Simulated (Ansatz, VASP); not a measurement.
## One calculation of GaP, two programs

```
CELL_PARAMETERS angstrom
3.22566 0.00000 0.00000
0.00000 3.22566 0.00000
0.00000 0.00000 3.22566
ATOMIC_POSITIONS crystal
Ga 0.50000 0.50000 0.50000
P 0.00000 0.00000 0.00000
```

Change from the starting cell: species swapped into the ScPt type (Pm-3m, No. 221).

Alike in both runs: functional PBE; k mesh 6 × 6 × 6; occupations gaussian, width 0.2 eV; no spin polarisation.

Ansatz relaxed the structure, and its values are those at the end. VASP's run is a single point on that final structure, the one shown.

|  | VASP | Ansatz |
| --- | --- | --- |
| version | VASP 6.6.1 | Ansatz 0.2.0 |
| potentials or method | VASP PAW PBE potentials, release 64 (Ga_d, P), cutoff 500 eV | scalar-relativistic, plane waves, PAW |
| valence electrons in the cell | 18 | 18 |

```tsv
	VASP	Ansatz	Ansatz less VASP
gap on the k mesh at the Fermi level (eV)	none	none	-
pressure (GPa)	-0.3	-0.3	-0.05
```

A gap of «none» marks a metal or a gap that the smearing closes.
